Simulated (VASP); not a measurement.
Here is a VASP 6.6.1 calculation.

File INCAR:

```
PREC = Accurate
ENCUT = 520
EDIFF = 1E-6
ISMEAR = 0
SIGMA = 0.1
LREAL = F
LASPH = T
NELM = 100
ALGO = Fast
ISIF = 2
LWAVE = F
LCHARG = F
GGA = PS
NBANDS = 14
```

KPOINTS

```
regular mesh
0
Gamma
  18 18 10
```

The input POSCAR:

```
Re
1.0
    2.7503660252      0.0000000000      0.0000000000
   -1.3751830126      2.3818868475      0.0000000000
    0.0000000000      0.0000000000      4.4432016762
Re
2
Direct
    0.3333333333      0.6666666667      0.2500000000
    0.6666666667      0.3333333333      0.7500000000
```

Potentials or basis: VASP PAW PBE potentials, release 64 (Re).

Run with:

```console
$ cat potpaw_PBE.64/Re/POTCAR > POTCAR
$ mpirun -np 1 vasp_std > vasp.out
```

Task: Estimate the band gap on the k mesh.

Result: Zero (band 7 reaches 9.34 eV, above the bottom of band 8 at 6.11 eV).

Task: Predict the pressure.

Result: 0.1 GPa.

Stress tensor (GPa, compression positive):
```
0.11 0.00 0.00
0.00 0.11 0.00
0.00 0.00 0.00
```

Caveat: the PAW data sets were made with another functional, which shifts forces and pressure a little; spin-orbit coupling is left out, which moves the levels of the heavy elements.
